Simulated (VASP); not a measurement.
Set up this calculation in VASP 6.6.1, as the native input.

```
Task                   : single point
Functional             : PBE
Potentials or basis    : VASP PAW PBE potentials, release 64 (K_sv, Te, H)
Cutoff                 : 520 eV
k mesh                 : 4 × 4 × 6
Occupations            : gaussian, width 0.02 eV
Spin                   : no spin polarisation
Dipole correction      : no
Further INCAR settings : ALGO = Normal; EDIFF = 1e-06; NBANDS = 25
```

The structure of K3TeH lies in POSCAR:

```
K3TeH
1.0
    6.5544549684      0.0000000000      0.0000000000
    0.0000000000      6.5544549684      0.0000000000
    0.0000000000      0.0000000000      5.3949908449
K Te H
3 1 1
Direct
    0.0000000000      0.5000000000      0.5000000000
    0.5000000000      0.0000000000      0.5000000000
    0.0000000000      0.0000000000      0.0000000000
    0.5000000000      0.5000000000      0.5000000000
    0.0000000000      0.0000000000      0.5000000000
```

The cell was generated, and may not be a known phase.

One way to write it, as run:

INCAR

```
PREC = Accurate ; ENCUT = 520
EDIFF = 1E-6 ; ISMEAR = 0
SIGMA = 0.02 ; LREAL = False
LASPH = True ; NELM = 60
ALGO = Normal ; ISIF = 2
LWAVE = False ; LCHARG = False
GGA = PE ; NBANDS = 25
```

KPOINTS

```
Automatic mesh
0
Gamma
  4 4 6
```

Potentials or basis: VASP PAW PBE potentials, release 64 (K_sv, Te, H).

Run with:

```console
$ cat potpaw_PBE.64/K_sv/POTCAR potpaw_PBE.64/Te/POTCAR potpaw_PBE.64/H/POTCAR > POTCAR
$ mpirun -np 1 vasp_std > vasp.out
```

It gave:

| Property | Result |
| --- | --- |
| Pressure | 0.0 GPa |
| Band gap on the k mesh | 0.96 eV |

Caveat: spin-orbit coupling is left out, which moves the levels of the heavy elements.

Wall time 2.4 min on 1 thread of Oxide Virtual Turin-like Processor, on a shared host, peak memory 0.34 GiB.
